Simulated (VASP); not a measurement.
# Pt (I4/mmm) in VASP: single point with PBEsol

Aim: the single point of Pt with PBEsol.

All numbers are computed with VASP 6.6.1; they aren't measurements. Logs are shortened: lines on timing, memory, paths and dates and some standing lists are left out, and cuts for length are marked.

## (1) The cell of the first run

Symmetry: I4/mmm, No. 139, tetragonal system. The conventional cell has a = 3.878 Å, b = 3.878 Å, c = 7.937 Å, α = 90.00°, β = 90.00°, γ = 90.00°. Within 3.6 Å of Pt (site symmetry -4m2) lie 8 Pt at 2.74 to 2.77 Å. Pt (site symmetry 4/mmm) has 8 Pt at 2.77 Å within 3.7 Å.

## (2) Single point, PBEsol

INCAR

```
PREC = Accurate
ENCUT = 520
EDIFF = 1E-6
ISMEAR = 1
SIGMA = 0.1
LREAL = F
LASPH = T
NELM = 80
ALGO = Normal
ISIF = 2
LWAVE = F
LCHARG = F
GGA = PS
NBANDS = 22
```

KPOINTS

```
regular mesh
0
Gamma
  8 8 8
```

POSCAR

```
Pt
1.0
   -1.9387880000      1.9387880000      3.9682870000
    1.9387880000     -1.9387880000      3.9682870000
    1.9387880000      1.9387880000     -3.9682870000
Pt
3
Direct
    0.7500000000      0.2500000000      0.5000000000
    0.2500000000      0.7500000000      0.5000000000
    0.5000000000      0.5000000000      0.0000000000
```

Potentials or basis: VASP PAW PBE potentials, release 64 (Pt).

The run is started by

```console
$ cat potpaw_PBE.64/Pt/POTCAR > POTCAR
$ mpirun -np 1 vasp_std > vasp.out
```

OUTCAR:

```text
PREC = Accurate
   ENCUT = 520
   EDIFF = 1E-6
   ISMEAR = 1
   LREAL = F
   LASPH = T
   NELM = 80
   ISIF = 2
   GGA = PS

 ion  position               nearest neighbor table
   1  0.750  0.250  0.500-   2 2.74   2 2.74   2 2.74   2 2.74   3 2.77   3 2.77   3 2.77   3 2.77

   2  0.250  0.750  0.500-   1 2.74   1 2.74   1 2.74   1 2.74   3 2.77   3 2.77   3 2.77   3 2.77

   3  0.500  0.500  0.000-   1 2.77   2 2.77   1 2.77   2 2.77   2 2.77   1 2.77   2 2.77   1 2.77

  LATTYP: Found a body centered tetragonal cell.
 ALAT       =     3.8775760000
 C/A-ratio  =     2.0467874775

  Lattice vectors:

 A1 = (  -1.9387880000,   1.9387880000,   3.9682870000)
 A2 = (   1.9387880000,  -1.9387880000,   3.9682870000)
 A3 = (   1.9387880000,   1.9387880000,  -3.9682870000)

Analysis of symmetry for initial positions (statically):
=====================================================================
 Subroutine PRICEL returns:
 Original cell was already a primitive cell.

 Routine SETGRP: Setting up the symmetry group for a
 body centered tetragonal supercell.

 Subroutine GETGRP returns: Found 16 space group operations
 (whereof 16 operations were pure point group operations)
 out of a pool of 16 trial point group operations.

The static configuration has the point symmetry D_4h.

Analysis of symmetry for dynamics (positions and initial velocities):
=====================================================================
 Subroutine PRICEL returns:
 Original cell was already a primitive cell.

 Routine SETGRP: Setting up the symmetry group for a
 body centered tetragonal supercell.

 Subroutine GETGRP returns: Found 16 space group operations
 (whereof 16 operations were pure point group operations)
 out of a pool of 16 trial point group operations.

The dynamic configuration has the point symmetry D_4h.

 Subroutine INISYM returns: Found 16 space group operations
 (whereof 16 operations are pure point group operations),
 and found     1 'primitive' translations

----------------------------------------------------------------------------------------

                                     Primitive cell

  volume of cell :      59.6656

  direct lattice vectors                    reciprocal lattice vectors
    -1.938788000  1.938788000  3.968287000     0.000000000  0.257893075  0.125998951
     1.938788000 -1.938788000  3.968287000     0.257893075  0.000000000  0.125998951
     1.938788000  1.938788000 -3.968287000     0.257893075  0.257893075  0.000000000

  length of vectors
     4.823390875  4.823390875  4.823390875     0.287027131  0.287027131  0.364715885

  position of ions in fractional coordinates (direct lattice)
     0.750000000  0.250000000  0.500000000
     0.250000000  0.750000000  0.500000000
     0.500000000  0.500000000  0.000000000

  ion indices of the primitive-cell ions
   primitive index   ion index
                 1           1
                 2           2
                 3           3

----------------------------------------------------------------------------------------

 KPOINTS: regular mesh

Automatic generation of k-mesh.
 Grid dimensions read from file:
 generate k-points for:    8    8    8

 Generating k-lattice:

  Cartesian coordinates                     Fractional coordinates (reciprocal lattice)
     0.000000000  0.032236634  0.015749869     0.125000000  0.000000000  0.000000000
     0.032236634  0.000000000  0.015749869     0.000000000  0.125000000  0.000000000
     0.032236634  0.032236634  0.000000000     0.000000000  0.000000000  0.125000000

  Length of vectors
     0.035878391  0.035878391  0.045589486

  Shift w.r.t. Gamma in fractional coordinates (k-lattice)
     0.000000000  0.000000000  0.000000000

 Subroutine IBZKPT returns following result:
 ===========================================

 Found     59 irreducible k-points:

 Following reciprocal coordinates:
            Coordinates               Weight
  0.000000  0.000000  0.000000      1.000000
  0.125000 -0.000000  0.000000      8.000000
  0.250000 -0.000000  0.000000      8.000000
  0.375000 -0.000000  0.000000      8.000000
  0.500000 -0.000000  0.000000      4.000000
  0.125000  0.125000  0.000000      8.000000
[... 16 lines left out ...]
  0.250000  0.125000  0.125000     16.000000
  0.375000  0.125000  0.125000      8.000000
 [... further k-points ...]
   k-points           NKPTS =     59   k-points in BZ     NKDIM =     59   number of bands    NBANDS=     22
   number of dos      NEDOS =    301   number of ions     NIONS =      3
   total plane-waves  NPLWV =  46656
   dimension x,y,z NGX =    36 NGY =   36 NGZ =   36
   dimension x,y,z NGXF=    72 NGYF=   72 NGZF=   72
   ions per type =               3
   NGX,Y,Z   is equivalent  to a cutoff of  12.41, 12.41, 12.41 a.u.
   NGXF,Y,Z  is equivalent  to a cutoff of  24.82, 24.82, 24.82 a.u.
 SYSTEM =  unknown system
   PREC   = accura    normal or accurate (medium, high low for compatibility)
   ISTART =      0    job   : 0-new  1-cont  2-samecut
   ICHARG =      2    charge: 1-file 2-atom 10-const
   ISPIN  =      1    spin polarized calculation?
   LNONCOLLINEAR =      F non collinear calculations
   LSORBIT =      F    spin-orbit coupling
   LASPH  =      T    aspherical Exc in radial PAW
   ENCUT  =  520.0 eV  38.22 Ry    6.18 a.u.   8.97  8.97  8.97*2*pi/ulx,y,z
   NELM   =     80;   NELMIN=  2; NELMDL= -5     # of ELM steps
   EDIFF  = 0.1E-05   stopping-criterion for ELM
   LREAL  =      F    real-space projection
   EDIFFG = 0.1E-04   stopping-criterion for IOM
   NSW    =      0    number of steps for IOM
   IBRION =     -1    ionic relax: 0-MD 1-quasi-New 2-CG
   NFREE  =      0    steps in history (QN), initial steepest desc. (CG)
   ISIF   =      2    stress and relaxation
   ISYM   =      2    0-nonsym 1-usesym 2-fastsym
   POTIM  = 0.5000    time-step for ionic-motion
   TEBEG  =    0.0;   TEEND  =   0.0 temperature during run
   PSTRESS=    0.0 pullay stress
   NELECT =      30.0000    total number of electrons
   NUPDOWN=      -1.0000    fix difference up-down
   EMIN   =  10.00;   EMAX   =-10.00  energy-range for DOS
   EFERMI =   0.00;   METHOD = LEGACY
   ISMEAR =     1;   SIGMA  =   0.10  broadening in eV -4-tet -1-fermi 0-gaus
   EFERMI_NEDOS =   21; number of points for ismear=-14 and -15
   IALGO  =     38    algorithm
   IMIX   =      4    mixing-type and parameters
     AMIX     =   0.40;   BMIX     =  1.00
     AMIX_MAG =   1.60;   BMIX_MAG =  1.00
  volume/ion in A,a.u.               =      19.89       134.21
  Fermi-wavevector in a.u.,A,eV,Ry     =   1.301789  2.460025 23.057184  1.694655
  Thomas-Fermi vector in A             =   2.432900
   LORBIT       =      0    0 simple, 1 ext, 2 COOP (PROOUT), +10 PAW based schemes
   GGA     = PS    functional components
   LHFCALC =     F    Hartree Fock is set to
   AEXX    =    0.0000 exact exchange contribution
   IVDW    =     0    specifies the selected vdW correction
   LEPSILON=     F    determine dielectric tensor
   LRPA    =     F    only Hartree local field effects (RPA)
 non-spin polarized calculation
 Methfessel and Paxton  Order N= 1 SIGMA  =   0.10
  energy-cutoff  :      520.00
  volume of cell :       59.67
 maximum number of plane-waves:      1620
   NGX = 17   NGY = 17   NGZ = 17

 number of electron      29.9999997 magnetization

 Free energy of the ion-electron system (eV)
  ---------------------------------------------------
  ext. energy  EPLUGINS =         0.00000000
  ---------------------------------------------------
  free energy    TOTEN  =       -19.44254256 eV

  energy without entropy =      -19.44046314  energy(sigma->0) =      -19.44184942

 E-fermi :   6.7753     XC(G=0): -11.8134

 val. band max:        6.7668758094   @ k =   0.5000   0.5000   0.1250
 cond. band min:       6.7754145649   @ k =   0.5000   0.5000   0.0000
 fundamental gap:      0.0085387555
 Fermi energy:         6.7752967305

 k-point     1 :       0.0000    0.0000    0.0000
  band No.  band energies     occupation
      1      -1.4255      2.00000
      2       1.5570      2.00000
      3       1.6960      2.00000
      4       1.7396      2.00000
      5       3.1873      2.00000
      6       3.1873      2.00000
[... 14 lines left out ...]
     21      15.4528      0.00000
     22      17.4551      0.00000

 k-point     2 :       0.1250   -0.0000    0.0000
  band No.  band energies     occupation
      1      -1.1896      2.00000
      2       1.6877      2.00000
      3       1.7626      2.00000
      4       1.9114      2.00000
      5       2.8517      2.00000
      6       2.8603      2.00000
[... 14 lines left out ...]
     21      15.9776      0.00000
     22      16.9875      0.00000

 k-point     3 :       0.2500   -0.0000    0.0000
  band No.  band energies     occupation
      1      -0.5247      2.00000
      2       1.9777      2.00000
      3       2.0634      2.00000
      4       2.2887      2.00000
      5       2.5955      2.00000
      6       2.6646      2.00000
[... 14 lines left out ...]
     21      16.6766      0.00000
     22      17.2762      0.00000

 k-point     4 :       0.3750   -0.0000    0.0000
  band No.  band energies     occupation
      1       0.3805      2.00000
      2       2.1493      2.00000
      3       2.3483      2.00000
      4       2.6398      2.00000
      5       2.7408      2.00000
      6       2.7978      2.00000
[... 14 lines left out ...]
     21      17.0869      0.00000
     22      17.9769      0.00000

 k-point     5 :       0.5000   -0.0000    0.0000
  band No.  band energies     occupation
      1       0.9145      2.00000
      2       2.2213      2.00000
      3       2.3075      2.00000
      4       2.7042      2.00000
      5       2.9463      2.00000
      6       3.2934      2.00000
[... 417 lines left out ...]
 k-point    22 :       0.1250    0.1250    0.1250
  band No.  band energies     occupation
      1       0.0309      2.00000
      2       2.0138      2.00000
      3       2.2821      2.00000
      4       2.3883      2.00000
      5       2.6921      2.00000
      6       2.9681      2.00000
[... 14 lines left out ...]
     21      13.7612      0.00000
     22      15.7888      0.00000

 k-point    23 :       0.2500    0.1250    0.1250
  band No.  band energies     occupation
      1       0.6852      2.00000
      2       1.8202      2.00000
      3       2.0650      2.00000
      4       2.4860      2.00000
      5       2.9532      2.00000
      6       3.5075      2.00000
[... 14 lines left out ...]
     21      14.1874      0.00000
     22      16.2511      0.00000

 k-point    24 :       0.3750    0.1250    0.1250
  band No.  band energies     occupation
      1       1.1148      2.00000
      2       1.6430      2.00000
      3       1.9476      2.00000
      4       2.4663      2.00000
      5       2.9810      2.00000
      6       3.7447      2.00000
[... 14 lines left out ...]
     21      14.1299      0.00000
     22      17.7627      0.00000

 [... further k-points ...]
[... 5 lines left out ...]
  --------------------------------------------------------------------------------------
  -------------------------------------------------------------------------------------
  Total       -7.0515116     -7.0515116     -9.1805226      0.0000000      0.0000000      0.0000000
  in kB     -189.3516507   -189.3516507   -246.5212004      0.0000000      0.0000000      0.0000000
  external PRESSURE =    -208.4081673 kB  Pullay stress =       0.0000000 kB

 VOLUME and BASIS-vectors are now :
 -----------------------------------------------------------------------------
  energy-cutoff  :      520.00
  volume of cell :       59.67
      direct lattice vectors                 reciprocal lattice vectors
    -1.938788000  1.938788000  3.968287000     0.000000000  0.257893075  0.125998951
     1.938788000 -1.938788000  3.968287000     0.257893075  0.000000000  0.125998951
     1.938788000  1.938788000 -3.968287000     0.257893075  0.257893075  0.000000000

 POSITION                                       TOTAL-FORCE (eV/Angst)
 -----------------------------------------------------------------------------------
     -0.00000      1.93879      1.98414        -0.000000      0.000000     -0.000000
      1.93879     -0.00000      1.98414         0.000000     -0.000000      0.000000
      0.00000      0.00000      3.96829        -0.000000      0.000000      0.000000
 -----------------------------------------------------------------------------------
    total drift:                               -0.000000      0.000000     -0.000000

  FREE ENERGIE OF THE ION-ELECTRON SYSTEM (eV)
  ---------------------------------------------------
  free  energy   TOTEN  =       -19.4425425615 eV

  energy  without entropy=      -19.4404631412  energy(sigma->0) =      -19.44184942
```

Run time: 44 s. Hardware: 1 thread of Intel Xeon Platinum 8559C (Emerald Rapids), shared host; peak memory 0.23 GiB.

What came out:

```
Free energy            : -19.4425 eV
Pressure               : -20.8 GPa
Band gap on the k mesh : zero (band 15 reaches 7.05 eV, above the bottom of band 16 at 6.61 eV)
```

Caveat: the PAW data sets were made with another functional, which shifts forces and pressure a little; spin-orbit coupling is left out, which moves the levels of the heavy elements.
